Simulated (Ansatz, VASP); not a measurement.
**H2CF2 in VASP and in Ansatz**

```
F C H
1.0
     6.30590    0.00000    0.00000
    -3.15295    5.46107    0.00000
     0.00000    0.00000   23.38323
F C H
2 1 2
Direct
  0.72875 0.03709 0.65533
  0.01060 0.01360 0.60294
  0.92918 0.16787 0.62109
  0.07500 0.31619 0.64634
  0.87328 0.23283 0.58346
```

Alike in both runs: task single point; functional PBE; dispersion D3(BJ); k mesh 3 × 3 × 1; occupations gaussian, width 0.05 eV; no spin polarisation.

```csv
,VASP,Ansatz
version,VASP 6.6.1,Ansatz 0.2.0
potentials or method,"VASP PAW PBE potentials, release 64 (F_h, C_h, H_h), cutoff 910 eV","scalar-relativistic, plane waves, PAW"
valence electrons in the cell,20,20
```

Ansatz gave:

- gap on the k mesh at the Fermi level (eV): 7.13
- rms of the force components (eV/Å): 0.017

**Question.** Estimate VASP's values.

**Answer.** gap on the k mesh at the Fermi level (eV): 7.13; rms of the force components (eV/Å): 0.028.

Noted on VASP's run: the cutoff is short for stress, so the pressure is rough.
